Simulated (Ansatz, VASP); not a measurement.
**One calculation of Pb, two programs**

```
Pb
1.0
     3.50053    0.00000    0.00000
    -1.75026    3.03155    0.00000
     0.00000    0.00000    5.71636
Pb
2
Direct
  0.33333 0.66667 0.25000
  0.66667 0.33333 0.75000
```

Alike in both runs: task relaxation of cell and atoms; functional BLYP; k mesh 10 × 10 × 6; occupations fermi-dirac, width 0.1 eV; no spin polarisation.

```csv
,VASP,Ansatz
version,VASP 6.6.1,Ansatz 0.2.0
potentials or method,"VASP PAW PBE potentials, release 64 (Pb_d), cutoff 600 eV","plane waves (420 eV) with PAW, scalar-relativistic"
valence electrons in the cell,28,28
```

Ansatz gave:

| Quantity | Value |
| --- | --- |
| relaxed volume (Å³/atom) | 34.78 |
| relaxed length of the cell vector where the two differ most in proportion (Å) | 6.022 |

Q: Which values does VASP return?

A: Relaxed volume (Å³/atom): 34.84; relaxed length of the cell vector where the two differ most in proportion (Å): 6.032.

VASP's potentials were made for PBE, not for BLYP.

Spin-orbit coupling is off throughout.
